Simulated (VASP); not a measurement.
A run of VASP 6.6.1:

POSCAR

```
S
1.0
    5.4090000000      3.1228876060      1.4266666667
   -5.4090000000      3.1228876060      1.4266666667
    0.0000000000     -6.2457752121      1.4266666667
S
6
Direct
    0.8517000000      0.0827000000      0.7491000000
    0.0827000000      0.7491000000      0.8517000000
    0.7491000000      0.8517000000      0.0827000000
    0.1483000000      0.9173000000      0.2509000000
    0.9173000000      0.2509000000      0.1483000000
    0.2509000000      0.1483000000      0.9173000000
```

Contents of INCAR.step1:

```
SYSTEM = S
PREC = Accurate
ENCUT = 520
ISMEAR = -1
SIGMA = 0.1
LREAL = .False.
LASPH = .True.
NELM = 100
NBANDS = 27
GGA = PE
ALGO = Normal
EDIFF = 1E-4
LWAVE = .True.
LCHARG = .False.
```

Contents of INCAR.step2:

```
SYSTEM = S
PREC = Accurate
ENCUT = 520
EDIFF = 1E-6
ISMEAR = -1
SIGMA = 0.1
LREAL = .False.
LASPH = .True.
NELM = 100
ALGO = Normal
ISIF = 2
LWAVE = .False.
LCHARG = .True.
METAGGA = R2SCAN
LMIXTAU = .True.
LELF = .True.
LVHAR = .True.
NBANDS = 27
ISTART = 1
```

File KPOINTS:

```
Automatic mesh
0
Gamma
  6 6 6
  0 0 0
```

Potentials or basis: VASP PAW PBE potentials, release 64 (S).

The run is started by

```bash
$ cat potpaw_PBE.64/S/POTCAR > POTCAR
$ cp INCAR.step1 INCAR
$ mpirun -np 1 vasp_std > vasp.out
$ cp INCAR.step2 INCAR
$ mpirun -np 1 vasp_std > vasp.out
```

Hardware: 1 thread of Intel(R) Xeon(R) 6975P-C (Granite Rapids), with other jobs on the host.

Q: Estimate the wall time of this run.

A: Run time: 3.9 min on 1 thread of Intel(R) Xeon(R) 6975P-C (Granite Rapids), with other jobs on the host, peak memory 0.4 GiB. Counts: k points 40.
